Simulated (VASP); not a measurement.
Here is a VASP 6.6.1 calculation.

The input POSCAR:

```
AlN
1.0
    0.0000000000      2.0744206402      2.0744206402
    2.0744206402      0.0000000000      2.0744206402
    2.0744206402      2.0744206402      0.0000000000
Al N
1 1
Direct
    0.5000000000      0.5000000000      0.5000000000
    0.0000000000      0.0000000000      0.0000000000
```

INCAR.step1

```
PREC = Accurate
ENCUT = 520
EDIFF = 1E-5
ISMEAR = -1
SIGMA = 0.05
LREAL = F
LASPH = T
NELM = 60
ALGO = Normal
ISIF = 2
LWAVE = T
LCHARG = F
NBANDS = 11
GGA = PE
```

Contents of INCAR.step2:

```
PREC = Accurate
ENCUT = 520
EDIFF = 1E-7
ISMEAR = -1
SIGMA = 0.05
LREAL = F
LASPH = T
NELM = 60
ALGO = Normal
ISIF = 2
LWAVE = F
LCHARG = F
GGA = PE
LHFCALC = T
HFSCREEN = 0.2079
PRECFOCK = Normal
NBANDS = 11
ISTART = 1
```

Contents of KPOINTS:

```
regular mesh
0
Gamma
  6 6 6
```

Potentials or basis: VASP PAW PBE potentials, release 64 (Al, N).

Command:

```console
$ cat potpaw_PBE.64/Al/POTCAR potpaw_PBE.64/N/POTCAR > POTCAR
$ cp INCAR.step1 INCAR
$ mpirun -np 1 vasp_std > vasp.out
$ cp INCAR.step2 INCAR
$ mpirun -np 1 vasp_std > vasp.out
```

Task: Estimate the pressure.

Result: -20.5 GPa.

Task: Predict the band gap on the k mesh.

Result: 5.18 eV (least direct gap 6.02 eV).

Caveat: the k points lie up to 0.44 Å⁻¹ apart; the PAW data sets were made with another functional, which shifts forces and pressure a little. A k mesh can miss the band edges.
